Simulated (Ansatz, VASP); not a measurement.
## Nb: VASP beside Ansatz

```
CELL_PARAMETERS angstrom
4.59469 0.00000 0.00000
-2.29734 3.97912 0.00000
0.00000 0.00000 19.75150
ATOMIC_POSITIONS crystal
Nb 0.83333 0.16667 0.41703
Nb 0.16667 0.83333 0.45657
Nb 0.50000 0.50000 0.50000
Nb 0.83333 0.16667 0.54343
Nb 0.16667 0.83333 0.58297
```

Alike in both runs: task single point; functional LDA; k mesh 8 × 8 × 1; occupations fermi-dirac, width 0.1 eV; no spin polarisation.

|  | VASP | Ansatz |
| --- | --- | --- |
| version | VASP 6.6.1 | Ansatz 0.2.0 |
| potentials or method | VASP PAW LDA potentials, release 64 (Nb_sv) | PAW with Ansatz's default frozen-core files, scalar-relativistic |
| plane-wave cutoff (eV) | 520 | 420 |
| valence electrons in the cell | 65 | 65 |

```csv
,VASP,Ansatz,Ansatz less VASP
rms of the force components (eV/Å),0.006,0.000,-0.0057
```

LDA's correlation is that of Perdew and Zunger in VASP and of Perdew and Wang (1992) in Ansatz. Atom by atom the forces differ by 0.006 eV/Å (rms over components). Ansatz's warnings: xc potential rough in thin density.
